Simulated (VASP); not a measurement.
Set up this calculation in VASP 6.6.1, as the native input.

```
Task                   : relaxation of cell and atoms
Functional             : LDA
Potentials or basis    : VASP PAW LDA potentials, release 64 (Y_sv, Sn_d)
Cutoff                 : 600 eV
k mesh                 : 5 × 5 × 5
Occupations            : methfessel-paxton, width 0.05 eV
Spin                   : no spin polarisation
Dipole correction      : no
Further INCAR settings : ALGO = Normal; EDIFF = 1e-07; IBRION = 2; EDIFFG = -0.03; NSW = 60; ISIF = 3
```

The structure of YSn3 lies in POSCAR:

```
YSn3
1.0
    4.6660000000      0.0000000000      0.0000000000
    0.0000000000      4.6660000000      0.0000000000
    0.0000000000      0.0000000000      4.6660000000
Y Sn
1 3
Direct
    0.0000000000      0.0000000000      0.0000000000
    0.0000000000      0.5000000000      0.5000000000
    0.5000000000      0.0000000000      0.5000000000
    0.5000000000      0.5000000000      0.0000000000
```

These files were run (other wordings do the same):

INCAR

```
SYSTEM = YSn3
  PREC = Accurate
  ENCUT = 600
  EDIFF = 1E-7
  ISMEAR = 1
  SIGMA = 0.05
  LREAL = .FALSE.
  LASPH = .TRUE.
  NELM = 60
  ALGO = Normal
  ISIF = 3
  LWAVE = .FALSE.
  LCHARG = .FALSE.
  GGA = CA
  IBRION = 2
  NSW = 60
  EDIFFG = -0.03
```

KPOINTS

```
Automatic mesh
0
G
  5 5 5
  0 0 0
```

Potentials or basis: VASP PAW LDA potentials, release 64 (Y_sv, Sn_d).

Launch:

```sh
$ cat potpaw_LDA.64/Y_sv/POTCAR potpaw_LDA.64/Sn_d/POTCAR > POTCAR
$ mpirun -np 1 vasp_std > vasp.out
```

It gave:

| Property | Result |
| --- | --- |
| Relaxed volume | 24.40 Å³/atom |
| Relaxed cell | a = 4.604 Å, b = 4.604 Å, c = 4.604 Å, α = 90.00°, β = 90.00°, γ = 90.00° |
| Space group after relaxing (to 0.05 Å) | Pm-3m (No. 221) |
| Energy gained by relaxing | 8.0 meV/atom |
| Ionic steps | 3 |
| Pressure after relaxing | 0.0 GPa |

It took 2.6 min on 1 thread of AMD EPYC 7R13, with other jobs on the host, peak memory 0.2 GiB.
